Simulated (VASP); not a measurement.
Here is a VASP 6.6.1 calculation.

File POSCAR:

```
CuSb
1.0
    0.0000000000      2.8806801956      2.8806801956
    2.8806801956      0.0000000000      2.8806801956
    2.8806801956      2.8806801956      0.0000000000
Cu Sb
1 1
Direct
    0.0000000000      0.0000000000      0.0000000000
    0.2500000000      0.2500000000      0.2500000000
```

INCAR.step1

```
SYSTEM = CuSb
PREC = Accurate ; ENCUT = 660
ISMEAR = 0 ; SIGMA = 0.05
LREAL = .FALSE. ; LASPH = .TRUE.
NELM = 120 ; NBANDS = 15
GGA = PE ; ALGO = Normal
EDIFF = 1E-5 ; LWAVE = .TRUE.
LCHARG = .FALSE. ; GGA_COMPAT = .FALSE.
```

INCAR.step2

```
SYSTEM = CuSb
PREC = Accurate ; ENCUT = 660
EDIFF = 1E-6 ; ISMEAR = 0
SIGMA = 0.05 ; LREAL = .FALSE.
LASPH = .TRUE. ; NELM = 120
ALGO = Normal ; ISIF = 2
LWAVE = .FALSE. ; LCHARG = .TRUE.
METAGGA = R2SCAN ; LMIXTAU = .TRUE.
LELF = .TRUE. ; LVHAR = .TRUE.
NBANDS = 15 ; ISTART = 1
GGA_COMPAT = .FALSE.
```

File KPOINTS:

```
Automatic mesh
0
G
  10 10 10
  0 0 0
```

Potentials or basis: VASP PAW PBE potentials, release 64 (Cu, Sb).

Command:

```console
$ cat potpaw_PBE.64/Cu/POTCAR potpaw_PBE.64/Sb/POTCAR > POTCAR
$ cp INCAR.step1 INCAR
$ mpirun -np 1 vasp_std > vasp.out
$ cp INCAR.step2 INCAR
$ mpirun -np 1 vasp_std > vasp.out
```

(1) What does it give for the pressure?

(2) Estimate the band gap on the k mesh.

Answers

(1) 1.4 GPa.

(2) zero (bands 8 and 9 overlap by 4.20 eV).

Caveat: the PAW data sets were made with another functional, which shifts forces and pressure a little; spin-orbit coupling is left out, which moves the levels of the heavy elements.
